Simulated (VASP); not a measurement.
Input of a VASP 6.6.1 run:

File INCAR:

```
SYSTEM = BaF2
PREC = Accurate
ENCUT = 600
EDIFF = 1E-6
ISMEAR = 0
SIGMA = 0.01
LREAL = .False.
LASPH = .True.
NELM = 120
ALGO = Normal
ISIF = 2
LWAVE = .False.
LCHARG = .False.
GGA = PE
NBANDS = 19
GGA_COMPAT = .False.
```

Contents of KPOINTS:

```
Automatic mesh
0
Gamma
  6 6 6
  0 0 0
```

Contents of POSCAR:

```
BaF2
1.0
    0.0000000000      3.1534128807      3.1534128807
    3.1534128807      0.0000000000      3.1534128807
    3.1534128807      3.1534128807      0.0000000000
Ba F
1 2
Direct
    0.0000000000      0.0000000000      0.0000000000
    0.2500000000      0.2500000000      0.2500000000
    0.7500000000      0.7500000000      0.7500000000
```

Potentials or basis: VASP PAW PBE potentials, release 64 (Ba_sv, F).

The run is started by

```console
$ cat potpaw_PBE.64/Ba_sv/POTCAR potpaw_PBE.64/F/POTCAR > POTCAR
$ mpirun -np 1 vasp_std > vasp.out
```

Problem. What does it give for the pressure?

Solution. -0.7 GPa.

Problem. Estimate the band gap on the k mesh.

Solution. 6.55 eV (least direct gap 6.59 eV).

Caveat: spin-orbit coupling is left out, which moves the levels of the heavy elements. A k mesh can miss the band edges.
